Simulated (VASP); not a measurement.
## Al3Cu: single point with r2SCAN

Al3Cu:

```xyz
4
Lattice="2.7738 0.0000 0.0000 0.0000 2.7738 0.0000 0.0000 0.0000 7.5919" Properties=species:S:1:pos:R:3 pbc="T T T"
Al    0.0000    0.0000    3.7959
Al    1.3869    1.3869    1.6903
Al    1.3869    1.3869    5.9016
Cu    0.0000    0.0000    0.0000
```

```json
{"Program": "VASP 6.6.1", "Task": "single point", "Functional": "r2SCAN", "Potentials or basis": "VASP PAW PBE potentials, release 64 (Al, Cu)", "Cutoff": "520 eV", "k mesh": "16 × 16 × 6", "Occupations": "gaussian, width 0.1 eV", "Spin": "no spin polarisation", "Dipole correction": "no", "Further INCAR settings": "ALGO = Normal; EDIFF = 1e-06; NBANDS = 18"}
```

* Pressure: -0.2 GPa
* Largest force: 0.017 eV/Å
* Band gap on the k mesh: zero (bands 10 and 11 overlap by 6.39 eV)

Forces on the atoms (eV/Å):
```
Al   0.000  0.000  0.000
Al   0.000  0.000  0.017
Al   0.000  0.000 -0.017
Cu   0.000  0.000  0.000
```

Levels at points of the mesh, in eV from the Fermi level:
```csv
k point,band 7,band 8,band 9,band 10,band 11,band 12,band 13,band 14
"(0.00, 0.00, 0.00)",-3.78,-3.39,-2.00,0.53,6.64,7.14,7.14,8.29
"(0.50, 0.00, 0.00)",-3.88,-3.84,-3.68,-2.48,-1.96,2.75,4.05,4.29
"(0.50, 0.50, 0.00)",-2.74,-0.51,-0.35,0.12,0.12,0.47,0.47,0.64
"(0.00, 0.00, 0.50)",-3.78,-3.75,-3.39,4.28,5.85,6.64,7.73,7.73
"(0.50, 0.00, 0.50)",-3.88,-3.68,-2.80,-1.12,-1.06,0.06,0.90,9.11
"(0.50, 0.50, 0.50)",-1.97,-1.82,-1.82,-0.55,-0.53,0.60,1.93,3.41
```

It took 3.9 min on 1 thread of Intel(R) Xeon(R) 6975P-C (Granite Rapids), on a shared host, peak memory 0.31 GiB.

Caveat: the PAW data sets were made with another functional, which shifts forces and pressure a little.
